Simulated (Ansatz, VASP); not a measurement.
## Two plane-wave programs on AlN

```
Al N
1.0
     0.00000    2.17115    2.17115
     2.17115    0.00000    2.17115
     2.17115    2.17115    0.00000
Al N
1 1
Direct
  0.00000 0.00000 0.00000
  0.75000 0.75000 0.75000
```

Alike in both runs: functional LDA; k mesh 10 × 10 × 10; occupations gaussian, width 0.02 eV; no spin polarisation.

Ansatz relaxed the structure, and its values are those at the end. VASP's run is a single point on that final structure, the one shown.

|  | VASP | Ansatz |
| --- | --- | --- |
| version | VASP 6.6.1 | Ansatz 0.2.0 |
| potentials or method | VASP PAW LDA potentials, release 64 (Al, N), cutoff 520 eV | scalar-relativistic, plane waves, PAW |
| valence electrons in the cell | 8 | 8 |

Ansatz gave:

```
gap on the k mesh at the Fermi level (eV) : 3.25
least direct gap on the mesh (eV)         : 4.39
pressure (GPa)                            : 0.0
```

Task: What did VASP give for the same quantities?

Result: gap on the k mesh at the Fermi level (eV): 3.23; least direct gap on the mesh (eV): 4.39; pressure (GPa): 0.6.

LDA's correlation is that of Perdew and Zunger in VASP and of Perdew and Wang (1992) in Ansatz.
